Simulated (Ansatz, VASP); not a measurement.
Two plane-wave programs on K3SBr

POSCAR

```
K3SBr
1.0
    5.9551474468      0.0000000000      0.0000000000
    0.0000000000      5.9551474468      0.0000000000
    0.0000000000      0.0000000000      5.9551474468
Br S K
1 1 3
Direct
    0.0000000000      0.0000000000      0.0000000000
    0.5000000000      0.5000000000      0.5000000000
    0.5000000000      0.5000000000      0.0000000000
    0.5000000000      0.0000000000      0.5000000000
    0.0000000000      0.5000000000      0.5000000000
```

The input INCAR.step1:

```
PREC     = Accurate       # precision mode
ENCUT    = 520            # plane-wave cutoff, eV
ISMEAR   = 0              # smearing method
SIGMA    = 0.01           # smearing width, eV
LREAL    = False          # projectors in reciprocal space
LASPH    = True           # aspherical terms in the spheres
NELM     = 80             # most SCF steps
NBANDS   = 28             # bands
GGA      = PE             # functional
ALGO     = Normal         # electronic algorithm
EDIFF    = 1E-4           # SCF threshold, eV
LWAVE    = True           # write WAVECAR
LCHARG   = False          # write CHGCAR
```

File INCAR.step2:

```
PREC     = Accurate       # precision mode
ENCUT    = 520            # plane-wave cutoff, eV
EDIFF    = 1E-6           # SCF threshold, eV
ISMEAR   = 0              # smearing method
SIGMA    = 0.01           # smearing width, eV
LREAL    = False          # projectors in reciprocal space
LASPH    = True           # aspherical terms in the spheres
NELM     = 80             # most SCF steps
ALGO     = Normal         # electronic algorithm
ISIF     = 2              # what is computed and relaxed
LWAVE    = False          # write WAVECAR
LCHARG   = True           # write CHGCAR
METAGGA  = R2SCAN         # meta-GGA
LMIXTAU  = True         
LELF     = True           # ELF
LVHAR    = True         
NBANDS   = 28             # bands
ISTART   = 1
```

KPOINTS

```
Automatic mesh
0
Gamma
  4 4 4
```

Input for Ansatz:

```yaml
crystal:
  lattice:
    - [5.9551474468, 0.0, 0.0]
    - [0.0, 5.9551474468, 0.0]
    - [0.0, 0.0, 5.9551474468]
  atoms:
    - { symbol: Br, position: [0.0, 0.0, 0.0] }
    - { symbol: S, position: [0.5, 0.5, 0.5] }
    - { symbol: K, position: [0.5, 0.5, 0.0] }
    - { symbol: K, position: [0.5, 0.0, 0.5] }
    - { symbol: K, position: [0.0, 0.5, 0.5] }
kpoints:
  mp_grid: { grid: [4, 4, 4] }
hamiltonian:
  xc: r2scan
scf:
  occupations: { method: fixed }
  n_extra_bands: 5
output:
  forces: true
  stress: true
  eigenvalues: true
```

Alike in both runs: task single point; functional r2SCAN; k mesh 4 × 4 × 4; no spin polarisation.

|  | VASP | Ansatz |
| --- | --- | --- |
| version | VASP 6.6.1 | Ansatz 0.2.0 |
| potentials or method | VASP PAW PBE potentials, release 64 (Br, S, K_sv) | plane waves, PAW |
| plane-wave cutoff (eV) | 520 | 500 |
| occupations | gaussian, width 0.01 eV | fixed |
| valence electrons in the cell | 40 | 40 |

|  | VASP | Ansatz | Ansatz less VASP |
| --- | --- | --- | --- |
| gap on the k mesh at the Fermi level (eV) | 2.15 | 2.15 | 0.000 |
| pressure (GPa) | 0.0 | 0.0 | -0.01 |

VASP's potentials were made for PBE, not for r2SCAN.
